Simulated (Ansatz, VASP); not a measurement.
# NbTe in VASP and in Ansatz

```
CELL_PARAMETERS angstrom
3.62738 0.00000 0.00000
-1.81369 3.14141 0.00000
0.00000 0.00000 3.61880
ATOMIC_POSITIONS crystal
Te 0.66667 0.33333 0.00000
Nb 0.00000 0.00000 0.50000
```

Alike in both runs: task single point; functional r2SCAN; k mesh 8 × 8 × 7; occupations fermi-dirac, width 0.05 eV; no spin polarisation.

|  | VASP | Ansatz |
| --- | --- | --- |
| version | VASP 6.6.1 | Ansatz 0.2.0 |
| potentials or method | VASP PAW PBE potentials, release 64 (Te, Nb_sv) | Ansatz PAW |
| plane-wave cutoff (eV) | 520 | 500 |
| valence electrons in the cell | 19 | 29 |

VASP gave:

- gap on the k mesh at the Fermi level (eV): none
- pressure (GPa): 7.0
- traceless stress, the component that is largest in VASP (GPa): 1.38

Task: Estimate Ansatz's values.

Result: gap on the k mesh at the Fermi level (eV): none; pressure (GPa): 7.2; traceless stress, the component that is largest in VASP (GPa): 1.45.

VASP's potentials were made for PBE, not for r2SCAN. A gap of «none» marks a metal or a gap that the smearing closes. VASP's potentials hold 19 valence electrons a cell and Ansatz's 29, so a difference there can come from the potentials and not from the codes.

Neither program's run includes spin-orbit coupling.
